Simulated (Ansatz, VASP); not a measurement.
# AlN in VASP and in Ansatz

The input INCAR:

```
SYSTEM = AlN
PREC = Accurate ; ENCUT = 520
EDIFF = 1E-7 ; ISMEAR = 0
SIGMA = 0.05 ; LREAL = .FALSE.
LASPH = .TRUE. ; NELM = 100
ALGO = Normal ; ISIF = 2
LWAVE = .FALSE. ; LCHARG = .FALSE.
GGA = PS ; NBANDS = 11
```

Contents of KPOINTS:

```
Automatic mesh
0
G
  10 10 10
  0 0 0
```

The input POSCAR:

```
AlN
1.0
    0.0000000000      2.1839935596      2.1839935596
    2.1839935596      0.0000000000      2.1839935596
    2.1839935596      2.1839935596      0.0000000000
Al N
1 1
Direct
   -0.0607064617      0.0000000000      0.0000000000
    0.7500000000      0.7500000000      0.7500000000
```

Input for Ansatz:

```yaml
crystal:
  lattice:
    - [0.0, 2.1839935596, 2.1839935596]
    - [2.1839935596, 0.0, 2.1839935596]
    - [2.1839935596, 2.1839935596, 0.0]
  atoms:
    - { symbol: Al, position: [-0.0607064617, 0.0, 0.0] }
    - { symbol: "N", position: [0.75, 0.75, 0.75] }
basis:
  ecutwfc: 420
kpoints:
  mp_grid: { grid: [10, 10, 10] }
hamiltonian:
  xc: pbesol
scf:
  occupations: { method: gaussian, width: 0.05 }
output:
  forces: true
  stress: true
  eigenvalues: true
```

Change from the starting cell: all Al atoms moved +0.188 Å, as atom 1 towards its neighbour atom 1 (Al) at 3.089 Å.

Alike in both runs: task single point; functional PBEsol; k mesh 10 × 10 × 10; occupations gaussian, width 0.05 eV; no spin polarisation.

|  | VASP | Ansatz |
| --- | --- | --- |
| version | VASP 6.6.1 | Ansatz 0.2.0 |
| potentials or method | VASP PAW PBE potentials, release 64 (Al, N), cutoff 520 eV | scalar-relativistic, plane waves, PAW |
| valence electrons in the cell | 8 | 8 |

|  | VASP | Ansatz | Ansatz less VASP |
| --- | --- | --- | --- |
| gap on the k mesh at the Fermi level (eV) | 2.71 | 2.71 | +0.009 |
| least direct gap on the mesh (eV) | 3.60 | 3.59 | -0.016 |
| pressure (GPa) | 5.9 | 5.8 | -0.09 |
| traceless stress, the component that is largest in VASP (GPa) | 10.59 | 10.37 | -0.223 |
| rms of the force components (eV/Å) | 1.807 | 1.785 | -0.0215 |

VASP's potentials were made for PBE, not for PBEsol. Atom by atom the forces differ by 0.022 eV/Å (rms over components).
